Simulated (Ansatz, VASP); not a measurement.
W: VASP beside Ansatz

File INCAR:

```
SYSTEM = W
PREC     = Accurate       ! precision mode
ENCUT    = 520            ! plane-wave cutoff, eV
EDIFF    = 1E-6           ! SCF threshold, eV
ISMEAR   = -1             ! smearing method
SIGMA    = 0.1            ! smearing width, eV
LREAL    = .False.        ! projectors in reciprocal space
LASPH    = .True.         ! aspherical terms in the spheres
NELM     = 150            ! most SCF steps
ALGO     = Normal         ! electronic algorithm
ISIF     = 2              ! what is computed and relaxed
LWAVE    = .False.        ! write WAVECAR
LCHARG   = .False.        ! write CHGCAR
MAGMOM   = 0 0 0 0 0 0    ! initial moments
LORBIT   = 11             ! projections on sites
LSORBIT  = .True.         ! spin-orbit coupling
GGA_COMPAT= .False.      
LORBMOM  = .True.       
LMAXMIX  = 4              ! l up to which the mixer works
GGA      = CA             ! functional
NBANDS   = 40             ! bands
```

KPOINTS

```
regular mesh
0
Gamma
  10 10 10
  0 0 0
```

POSCAR

```
W
1.0
    0.0000000000      2.8560465563      2.8560465563
    2.8560465563      0.0000000000      2.8560465563
    2.8560465563      2.8560465563      0.0000000000
W
2
Direct
    0.1250000000      0.1250000000      0.1250000000
    0.8750000000      0.8750000000      0.8750000000
```

Input for Ansatz:

```yaml
crystal:
  lattice:
    - [0.0, 2.8560465563, 2.8560465563]
    - [2.8560465563, 0.0, 2.8560465563]
    - [2.8560465563, 2.8560465563, 0.0]
  atoms:
    - { symbol: W, position: [0.125, 0.125, 0.125] }
    - { symbol: W, position: [0.875, 0.875, 0.875] }
hamiltonian:
  xc: lda
  pseudopotentials:
    kind: paw_fr
    azcp:
      W: "pseudopotentials/W.paw.azcp"
basis:
  ecutwfc: 420
  fft_grid_basis: typed
kpoints:
  mp_grid: { grid: [10, 10, 10], shift: [0, 0, 0] }
magnetization:
  noncollinear: true
  spin_orbit: true
scf:
  occupations: { method: fermi_dirac, width: 0.1 }
output:
  write_density: true
  write_potential: true
  elf: true
  volumetric_format: npy
```

Alike in both runs: task single point; functional LDA; k mesh 10 × 10 × 10; occupations fermi-dirac, width 0.1 eV; non-collinear spin, spin-orbit coupling.

```csv
,VASP,Ansatz
version,VASP 6.6.1,Ansatz 0.2.0
potentials or method,"VASP PAW LDA potentials, release 64 (W_sv), cutoff 520 eV","plane waves (420 eV) with PAW, fully relativistic with spin-orbit coupling"
valence electrons in the cell,28,28
```

|  | VASP | Ansatz | Ansatz less VASP |
| --- | --- | --- | --- |
| net moment per atom (μB) | 0.00 | 0.00 | 0.000 |

Ansatz warns that its potentials were made for another functional, while VASP's fit it. LDA's correlation is that of Perdew and Zunger in VASP and of Perdew and Wang (1992) in Ansatz.
